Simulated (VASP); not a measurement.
Here is a VASP 6.6.1 calculation.

The input INCAR:

```
SYSTEM = RbBr
ALGO = Normal
EDIFF = 1E-6
ENCUT = 500
GGA = PS
GGA_COMPAT = .FALSE.
ISIF = 2
ISMEAR = 1
LASPH = .TRUE.
LCHARG = .TRUE.
LELF = .TRUE.
LREAL = .FALSE.
LVHAR = .TRUE.
LWAVE = .FALSE.
NBANDS = 15
NELM = 120
PREC = Accurate
SIGMA = 0.5
```

Contents of KPOINTS:

```
k-points
0
G
  4 4 4
  0 0 0
```

File POSCAR:

```
RbBr
1.0
    0.0000000000      3.8694968646      3.8694968646
    3.8694968646      0.0000000000      3.8694968646
    3.8694968646      3.8694968646      0.0000000000
Rb Br
1 1
Direct
    0.0000000000      0.0000000000      0.0000000000
    0.2500000000      0.2500000000      0.2500000000
```

Potentials or basis: VASP PAW PBE potentials, release 64 (Rb_sv, Br).

The run is started by

```bash
$ cat potpaw_PBE.64/Rb_sv/POTCAR potpaw_PBE.64/Br/POTCAR > POTCAR
$ mpirun -np 1 vasp_std > vasp.out
```

(1) Predict the pressure.

(2) Predict the band gap on the k mesh.

Results:

(1) -0.3 GPa.

(2) 4.12 eV, indirect (least direct gap 4.21 eV).

Caveat: the PAW data sets were made with another functional, which shifts forces and pressure a little.
